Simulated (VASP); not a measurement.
Write the native input for VASP 6.6.1 that does the following.

```
Task                   : relaxation of cell and atoms
Functional             : PBE
Dispersion             : D3(BJ)
Potentials or basis    : VASP PAW PBE potentials, release 64 (Ga_d, Se)
Cutoff                 : 500 eV
k mesh                 : 9 × 9 × 2
Occupations            : gaussian, width 0.02 eV
Spin                   : no spin polarisation
Dipole correction      : no
Further INCAR settings : ALGO = Normal; EDIFF = 1e-07; IBRION = 2; EDIFFG = -0.005; NSW = 100; ISIF = 3
```

The structure of GaSe lies in POSCAR:

```
GaSe
1.0
    3.7726577365      0.0000000000      0.0000000000
   -1.8863288683      3.2672174396      0.0000000000
    0.0000000000      0.0000000000     15.9353557803
Ga Se
4 4
Direct
    0.3333333333      0.6666666667      0.1733701505
    0.6666666667      0.3333333333      0.6733701505
    0.3333333333      0.6666666667      0.3266298495
    0.6666666667      0.3333333333      0.8266298495
    0.3333333333      0.6666666667      0.5995879942
    0.6666666667      0.3333333333      0.0995879942
    0.3333333333      0.6666666667      0.9004120058
    0.6666666667      0.3333333333      0.4004120058
```

One way to write it, as run:

INCAR

```
ALGO = Normal
EDIFF = 1E-7
EDIFFG = -0.005
ENCUT = 500
GGA = PE
GGA_COMPAT = F
IBRION = 2
ISIF = 3
ISMEAR = 0
IVDW = 12
LASPH = T
LCHARG = F
LREAL = F
LWAVE = F
NELM = 120
NELMIN = 4
NSW = 100
PREC = Accurate
SIGMA = 0.02
```

KPOINTS

```
k-points
0
Gamma
  9 9 2
```

Potentials or basis: VASP PAW PBE potentials, release 64 (Ga_d, Se).

Command:

```console
$ cat potpaw_PBE.64/Ga_d/POTCAR potpaw_PBE.64/Se/POTCAR > POTCAR
$ mpirun -np 1 vasp_std > vasp.out
```

Results of the run:

```yaml
Relaxed_volume: 24.58 Å³/atom
Relaxed_cell: a = 3.772 Å, b = 3.772 Å, c = 15.964 Å, α = 90.00°, β = 90.00°, γ = 120.00°
Space_group_after_relaxing_to_0.1_Å: P6_3/mmc (No. 194)
Energy_gained_by_relaxing: 0.0 meV/atom
Ionic_steps: 8
Pressure_after_relaxing: 0.0 GPa
Band_gap_on_the_k_mesh: 0.84 eV
Dispersion_energy_per_atom: -0.290 eV
```

Wall time 8.5 min on 1 thread of Intel(R) Xeon(R) 6975P-C (Granite Rapids), on a shared host, peak memory 0.4 GiB.
